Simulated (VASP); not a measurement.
LiNbO3, 10 atoms in the cell. Symmetry: R-3c, No. 167, trigonal system. Conventional cell: a = 5.478 Å, b = 5.478 Å, c = 12.540 Å, α = 90.00°, β = 90.00°, γ = 120.00°. Li (site symmetry 32) has 9 O at 2.19 to 2.68 Å within 2.9 Å. Within 2.6 Å of Nb (site symmetry -3) lie 6 O at 1.97 Å. Within 2.7 Å of O (site symmetry 2) lie 2 Nb at 1.97 Å and 3 Li at 2.19 to 2.68 Å and 4 O at 2.68 Å.  This cell differs from its parent crystal: atoms shifted along a free coordinate, c/a of the conventional cell at fixed volume 2.2891.

| Quantity | Value |
| --- | --- |
| Program | VASP 6.6.1 |
| Task | single point |
| Functional | PBE |
| Potentials or basis | VASP PAW PBE potentials, release 64 (Li_sv, Nb_sv, O) |
| Cutoff | 520 eV |
| k mesh | 6 × 6 × 6 |
| Occupations | gaussian, width 0.05 eV |
| Spin | no spin polarisation |
| Dipole correction | no |
| Further INCAR settings | ALGO = Normal; EDIFF = 1e-06; NBANDS = 45 |

Potentials or basis: VASP PAW PBE potentials, release 64 (Li_sv, Nb_sv, O).

Launch:

```bash
$ cat potpaw_PBE.64/Li_sv/POTCAR potpaw_PBE.64/Nb_sv/POTCAR potpaw_PBE.64/O/POTCAR > POTCAR
$ mpirun -np 1 vasp_std > vasp.out
```

Hardware: 1 thread of Intel(R) Xeon(R) 6975P-C (Granite Rapids), with other jobs on the host.

Task: Estimate the wall time of this run.

Result: Run time: 89 s on 1 thread of Intel(R) Xeon(R) 6975P-C (Granite Rapids) (shared host), peak memory 0.31 GiB. Counts: scf iterations 15, k points 32.
